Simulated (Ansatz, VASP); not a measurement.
**One calculation of ScNb, two programs**

```
Sc Nb
1.0
     3.06564    0.00000    0.00000
    -1.53282    2.65493    0.00000
     0.00000    0.00000    5.07219
Sc Nb
1 1
Direct
  0.00000 0.00000 0.00000
  0.33333 0.66667 0.50000
```

Alike in both runs: task single point; functional RPBE; k mesh 6 × 6 × 4; occupations gaussian, width 0.1 eV; no spin polarisation.

```csv
,VASP,Ansatz
version,VASP 6.6.1,Ansatz 0.2.0
potentials or method,"VASP PAW PBE potentials, release 64 (Sc_sv, Nb_sv), cutoff 520 eV","scalar-relativistic, plane waves, PAW"
valence electrons in the cell,24,24
```

Ansatz gave:

* gap on the k mesh at the Fermi level (eV): none
* pressure (GPa): 2.2
* traceless stress, the component that is largest in VASP (GPa): 0.76

**Question.** What did VASP give for the same quantities?

**Answer.** gap on the k mesh at the Fermi level (eV): none; pressure (GPa): 2.2; traceless stress, the component that is largest in VASP (GPa): 0.80.

VASP's potentials were made for PBE, not for RPBE. A gap of «none» marks a metal or a gap that the smearing closes.

The k mesh is coarse, so the values compare programs but aren't converged.
